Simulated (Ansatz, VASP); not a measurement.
## One calculation of KCl, two programs

```
CELL_PARAMETERS angstrom
3.67542 0.00000 0.00000
0.00000 3.67542 0.00000
0.00000 0.00000 3.67542
ATOMIC_POSITIONS crystal
K 0.00000 0.00000 0.00000
Cl 0.50000 0.50000 0.50000
```

Alike in both runs: task single point; functional PBE; k mesh 8 × 8 × 8; occupations gaussian, width 0.05 eV; no spin polarisation.

|  | VASP | Ansatz |
| --- | --- | --- |
| version | VASP 6.6.1 | Ansatz 0.2.0 |
| potentials or method | VASP PAW PBE potentials, release 64 (K_sv, Cl), cutoff 520 eV | scalar-relativistic, plane waves, PAW |
| valence electrons in the cell | 16 | 16 |

```tsv
	VASP	Ansatz	Ansatz less VASP
gap on the k mesh at the Fermi level (eV)	5.40	5.40	+0.003
least direct gap on the mesh (eV)	5.63	5.63	+0.002
pressure (GPa)	3.3	3.2	-0.05
```
